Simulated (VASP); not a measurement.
# Sn4HO8 (a cell with a defect) in VASP: further runs

Runs on Sn4HO8 (a cell with a defect). Level: PBE. Tasks: single point.

Everything below comes from runs of VASP 6.6.1. Logs are shortened: lines on timing, memory, paths and dates and some standing lists are left out, and cuts for length are marked.

## Step 1: The cell of the first run

The cell holds a defect, 13 atoms: a = 5.813 Å, b = 5.813 Å, c = 5.813 Å, α = 108.08°, β = 108.08°, γ = 112.29°.

## Step 2: Single point, PBE

INCAR

```
PREC = Accurate ; ENCUT = 520
EDIFF = 1E-6 ; ISMEAR = 0
SIGMA = 0.02 ; LREAL = F
LASPH = T ; NELM = 100
ALGO = Normal ; ISIF = 2
LWAVE = F ; LCHARG = F
GGA = PE ; NELECT = 106.0
NBANDS = 64
```

KPOINTS

```
regular mesh
0
Gamma
  3 3 3
```

POSCAR

```
Sn4HO8
1.0
    0.0000000000      4.8271903452     -3.2381522545
    0.0000000000     -4.8271903452     -3.2381522545
   -4.8271903452      0.0000000000      3.2381522545
Sn O H
4 8 1
Direct
    0.2491909810      0.7518417627      0.5059303291
    0.7477393986      0.2503894231      0.5059299148
    0.0109542748     -0.0161059799      0.0011982125
    0.4691729932      0.5235657106     -0.0009119176
    0.5751064517      0.7675009781      0.8110521276
    0.0372023148      0.2295941480      0.8110500560
    0.9307699728      0.7290325375      0.1809659320
    0.4455832439      0.2438458086      0.1809659320
    0.4770107331      0.2000467221      0.6834064464
   -0.0522266302      0.6819948830      0.6361178616
    0.5532941332      0.8211903435      0.3808341641
    0.0166907342      0.3018576536      0.3248970701
    0.2589490928      0.7123499002     -0.0223537902
```

Potentials or basis: VASP PAW PBE potentials, release 64 (Sn_d, O, H).

Started as:

```
> cat potpaw_PBE.64/Sn_d/POTCAR potpaw_PBE.64/O/POTCAR potpaw_PBE.64/H/POTCAR > POTCAR
> mpirun -np 1 vasp_std > vasp.out
```

OUTCAR:

```text
PREC = Accurate
   ENCUT = 520
   EDIFF = 1E-6
   ISMEAR = 0
   LREAL = F
   LASPH = T
   NELM = 100
   ISIF = 2
   GGA = PE
   NELECT = 106.0

 ion  position               nearest neighbor table
   1  0.249  0.752  0.506-  11 2.06  10 2.07   5 2.10   9 2.11   7 2.12  12 2.12   2 3.23   2 3.25
                             4 3.60   4 3.64   3 3.68   3 3.70
   2  0.748  0.250  0.506-  11 2.06  10 2.07   6 2.10   9 2.11   8 2.12  12 2.12   1 3.23   1 3.25
                             4 3.60   4 3.64   3 3.68   3 3.70
   3  0.011  0.984  0.001-   5 2.05   6 2.05   8 2.06   7 2.06  10 2.11  12 2.17   4 3.26   4 3.26
                             1 3.68   2 3.68   1 3.70   2 3.70
   4  0.469  0.524  0.999-  13 1.93   6 2.07   5 2.07  11 2.11   7 2.18   8 2.18   9 2.21   3 3.26
                             3 3.26   2 3.60   1 3.60   2 3.64   1 3.64
   5  0.575  0.768  0.811-   3 2.05   4 2.07   1 2.10
   6  0.037  0.230  0.811-   3 2.05   4 2.07   2 2.10
   7  0.931  0.729  0.181-   3 2.06   1 2.12   4 2.18
   8  0.446  0.244  0.181-   3 2.06   2 2.12   4 2.18
   9  0.477  0.200  0.683-   1 2.11   2 2.11   4 2.21
  10  0.948  0.682  0.636-   1 2.07   2 2.07   3 2.11
  11  0.553  0.821  0.381-   2 2.06   1 2.06   4 2.11
  12  0.017  0.302  0.325-   1 2.12   2 2.12   3 2.17
  13  0.259  0.712  0.978-   4 1.93

  LATTYP: Found a body centered tetragonal cell.
 ALAT       =     6.8266780543
 C/A-ratio  =     0.9486758358

  Lattice vectors:

 A1 = (   0.0000000000,   4.8271903452,  -3.2381522545)
 A2 = (   0.0000000000,  -4.8271903452,  -3.2381522545)
 A3 = (  -4.8271903452,   0.0000000000,   3.2381522545)

Analysis of symmetry for initial positions (statically):
=====================================================================
 Subroutine PRICEL returns:
 Original cell was already a primitive cell.

 Routine SETGRP: Setting up the symmetry group for a
 body centered tetragonal supercell.

 Subroutine GETGRP returns: Found  2 space group operations
 (whereof  1 operations were pure point group operations)
 out of a pool of 16 trial point group operations.

The static configuration has the point symmetry C_1 .
 The point group associated with its full space group is C_1h.

Analysis of symmetry for dynamics (positions and initial velocities):
=====================================================================
 Subroutine PRICEL returns:
 Original cell was already a primitive cell.

 Routine SETGRP: Setting up the symmetry group for a
 body centered tetragonal supercell.

 Subroutine GETGRP returns: Found  2 space group operations
 (whereof  1 operations were pure point group operations)
 out of a pool of 16 trial point group operations.

The dynamic configuration has the point symmetry C_1 .
 The point group associated with its full space group is C_1h.

 Subroutine INISYM returns: Found  2 space group operations
 (whereof  1 operations are pure point group operations),
 and found     1 'primitive' translations

----------------------------------------------------------------------------------------

                                     Primitive cell

  volume of cell :     150.9093

  direct lattice vectors                    reciprocal lattice vectors
     0.000000000  4.827190345 -3.238152255    -0.103579922  0.103579922 -0.154409046
     0.000000000 -4.827190345 -3.238152255    -0.103579922 -0.103579922 -0.154409046
    -4.827190345  0.000000000  3.238152255    -0.207159844  0.000000000  0.000000000

  length of vectors
     5.812692720  5.812692720  5.812692720     0.212837389  0.212837389  0.207159844

  position of ions in fractional coordinates (direct lattice)
     0.249190981  0.751841763  0.505930329
     0.747739399  0.250389423  0.505929915
     0.010954275  0.983894020  0.001198213
     0.469172993  0.523565711  0.999088082
     0.575106452  0.767500978  0.811052128
     0.037202315  0.229594148  0.811050056
     0.930769973  0.729032537  0.180965932
     0.445583244  0.243845809  0.180965932
     0.477010733  0.200046722  0.683406446
[... 26 lines left out ...]
 Grid dimensions read from file:
 generate k-points for:    3    3    3

 Generating k-lattice:

  Cartesian coordinates                     Fractional coordinates (reciprocal lattice)
    -0.034526641  0.034526641 -0.051469682     0.333333333  0.000000000 -0.000000000
    -0.034526641 -0.034526641 -0.051469682     0.000000000  0.333333333 -0.000000000
    -0.069053281  0.000000000  0.000000000     0.000000000  0.000000000  0.333333333

  Length of vectors
     0.070945796  0.070945796  0.069053281

  Shift w.r.t. Gamma in fractional coordinates (k-lattice)
     0.000000000  0.000000000  0.000000000

 Subroutine IBZKPT returns following result:
 ===========================================

 Found     10 irreducible k-points:

 Following reciprocal coordinates:
            Coordinates               Weight
  0.000000  0.000000  0.000000      1.000000
  0.333333  0.000000 -0.000000      4.000000
  0.333333  0.000000 -0.333333      4.000000
  0.333333  0.333333 -0.000000      4.000000
 -0.333333 -0.000000 -0.333333      4.000000
 -0.333333  0.333333  0.000000      2.000000
  0.000000  0.000000  0.333333      2.000000
 -0.333333  0.333333  0.333333      2.000000
  0.333333 -0.333333  0.333333      2.000000
 -0.333333 -0.333333  0.333333      2.000000
   k-points           NKPTS =     10   k-points in BZ     NKDIM =     10   number of bands    NBANDS=     64
   number of dos      NEDOS =    301   number of ions     NIONS =     13
   total plane-waves  NPLWV = 110592
   dimension x,y,z NGX =    48 NGY =   48 NGZ =   48
   dimension x,y,z NGXF=    96 NGYF=   96 NGZF=   96
   ions per type =               4   8   1
   NGX,Y,Z   is equivalent  to a cutoff of  13.73, 13.73, 13.73 a.u.
   NGXF,Y,Z  is equivalent  to a cutoff of  27.46, 27.46, 27.46 a.u.
 SYSTEM =  unknown system
   PREC   = accura    normal or accurate (medium, high low for compatibility)
   ISTART =      0    job   : 0-new  1-cont  2-samecut
   ICHARG =      2    charge: 1-file 2-atom 10-const
   ISPIN  =      1    spin polarized calculation?
   LNONCOLLINEAR =      F non collinear calculations
   LSORBIT =      F    spin-orbit coupling
   LASPH  =      T    aspherical Exc in radial PAW
   ENCUT  =  520.0 eV  38.22 Ry    6.18 a.u.  10.81 10.81 10.81*2*pi/ulx,y,z
   NELM   =    100;   NELMIN=  2; NELMDL= -5     # of ELM steps
   EDIFF  = 0.1E-05   stopping-criterion for ELM
   LREAL  =      F    real-space projection
   EDIFFG = 0.1E-04   stopping-criterion for IOM
   NSW    =      0    number of steps for IOM
   IBRION =     -1    ionic relax: 0-MD 1-quasi-New 2-CG
   NFREE  =      0    steps in history (QN), initial steepest desc. (CG)
   ISIF   =      2    stress and relaxation
   ISYM   =      2    0-nonsym 1-usesym 2-fastsym
   POTIM  = 0.5000    time-step for ionic-motion
   TEBEG  =    0.0;   TEEND  =   0.0 temperature during run
   PSTRESS=    0.0 pullay stress
   NELECT =     106.0000    total number of electrons
   NUPDOWN=      -1.0000    fix difference up-down
   EMIN   =  10.00;   EMAX   =-10.00  energy-range for DOS
   EFERMI =   0.00;   METHOD = LEGACY
   ISMEAR =     0;   SIGMA  =   0.02  broadening in eV -4-tet -1-fermi 0-gaus
   EFERMI_NEDOS =   21; number of points for ismear=-14 and -15
   IALGO  =     38    algorithm
   IMIX   =      4    mixing-type and parameters
     AMIX     =   0.40;   BMIX     =  1.00
     AMIX_MAG =   1.60;   BMIX_MAG =  1.00
  volume/ion in A,a.u.               =      11.61        78.34
  Fermi-wavevector in a.u.,A,eV,Ry     =   1.455252  2.750027 28.813836  2.117757
  Thomas-Fermi vector in A             =   2.572308
   LORBIT       =      0    0 simple, 1 ext, 2 COOP (PROOUT), +10 PAW based schemes
   GGA     = PE    functional components
   LHFCALC =     F    Hartree Fock is set to
   AEXX    =    0.0000 exact exchange contribution
   IVDW    =     0    specifies the selected vdW correction
   LEPSILON=     F    determine dielectric tensor
   LRPA    =     F    only Hartree local field effects (RPA)
 non-spin polarized calculation
 Gauss-broadening in eV      SIGMA  =   0.02
  energy-cutoff  :      520.00
  volume of cell :      150.91
 maximum number of plane-waves:      4079
 NGX is ok and might be reduce to    48
   NGX = 21   NGY = 21   NGZ = 21

 number of electron     106.0000000 magnetization

 Free energy of the ion-electron system (eV)
  ---------------------------------------------------
  ext. energy  EPLUGINS =         0.00000000
  ---------------------------------------------------
  free energy    TOTEN  =       -66.71323607 eV

  energy without entropy =      -66.71323607  energy(sigma->0) =      -66.71323607

 E-fermi :   7.9417     XC(G=0): -11.2363

 val. band max:        7.8535387527   @ k =  -0.3333  -0.0000  -0.3333
 cond. band min:       8.0919700591   @ k =   0.0000   0.0000   0.0000
 fundamental gap:      0.2384313064
 Fermi energy:         7.9416827095

 k-point     1 :       0.0000    0.0000    0.0000
  band No.  band energies     occupation
      1     -15.4611      2.00000
      2     -15.2842      2.00000
      3     -15.0929      2.00000
      4     -14.9098      2.00000
      5     -14.8372      2.00000
      6     -14.6962      2.00000
[... 659 lines left out ...]
     63      15.6824      0.00000
     64      15.8184      0.00000

------------------------ aborting loop because EDIFF is reached ----------------------------------------

  FORCE on cell =-STRESS in cart. coord.  units (eV):
  Direction    XX          YY          ZZ          XY          YZ          ZX
  --------------------------------------------------------------------------------------
  -------------------------------------------------------------------------------------
  Total       20.7454999     12.3499908     20.1914155     -0.7219817      0.0000000      0.0000000
  in kB      220.2512475    131.1176352    214.3686338     -7.6651498      0.0000000      0.0000000
  external PRESSURE =     188.5791722 kB  Pullay stress =       0.0000000 kB

 VOLUME and BASIS-vectors are now :
 -----------------------------------------------------------------------------
  energy-cutoff  :      520.00
  volume of cell :      150.91
      direct lattice vectors                 reciprocal lattice vectors
     0.000000000  4.827190345 -3.238152255    -0.103579922  0.103579922 -0.154409046
     0.000000000 -4.827190345 -3.238152255    -0.103579922 -0.103579922 -0.154409046
    -4.827190345  0.000000000  3.238152255    -0.207159844  0.000000000  0.000000000

 POSITION                                       TOTAL-FORCE (eV/Angst)
 -----------------------------------------------------------------------------------
     -2.44222     -2.42639     -1.60322        -0.057623     -0.040593      0.000921
     -2.44222      2.40080     -1.59382        -0.057623     -0.040593     -0.000921
     -0.00578     -4.69657     -3.21759        -0.045743     -0.156712     -0.000000
     -4.82279     -0.26256      0.02056         0.036973     -0.099752     -0.000000
     -3.91510     -0.92873     -1.72126         0.051072      0.006108     -0.069416
     -3.91509     -0.92871      1.76238         0.051072      0.006108      0.069416
     -0.87356      0.97382     -4.78870         0.024180      0.045129     -0.048542
     -0.87356      0.97382     -1.64648         0.024180      0.045129      0.048542
     -3.29893      1.33696      0.02056        -0.055664     -0.077703     -0.000000
     -3.07066      1.28296     -3.21759        -0.110193     -0.012617      0.000000
     -1.83836     -1.29319     -3.21759        -0.027763     -0.025605     -0.000000
     -1.56834     -1.37656      0.02056        -0.029240     -0.037878      0.000000
     -4.71928     -2.18865      0.02055         0.196372      0.388979      0.000000
 -----------------------------------------------------------------------------------
    total drift:                                0.000383     -0.000924     -0.068880

  FREE ENERGIE OF THE ION-ELECTRON SYSTEM (eV)
  ---------------------------------------------------
  free  energy   TOTEN  =       -66.7132360656 eV

  energy  without entropy=      -66.7132360656  energy(sigma->0) =      -66.71323607
```

Run time: 2.2 min. Hardware: 1 thread of Intel Xeon Platinum 8259CL at 2.50GHz (Skylake/Cascade Lake), shared host; peak memory 0.35 GiB.

Results:

```
Free energy   : -66.7132 eV
Largest force : 0.436 eV/Å
```

Forces in eV/Å, atoms in the order of the input:
```
Sn  -0.058 -0.041  0.001
Sn  -0.058 -0.041 -0.001
Sn  -0.046 -0.157  0.000
Sn   0.037 -0.100  0.000
O    0.051  0.006 -0.069
O    0.051  0.006  0.069
O    0.024  0.045 -0.049
O    0.024  0.045  0.049
O   -0.056 -0.078  0.000
O   -0.110 -0.013  0.000
O   -0.028 -0.026  0.000
O   -0.029 -0.038  0.000
H    0.196  0.389  0.000
```

Caveat: the k points lie up to 0.45 Å⁻¹ apart; the cell carries a net charge on a neutralising background, which shifts energy and pressure; the cell is charged against a uniform background, so pressure and absolute levels hang on convention; spin-orbit coupling is left out, which moves the levels of the heavy elements.

(Continued in part 2 of 2.)
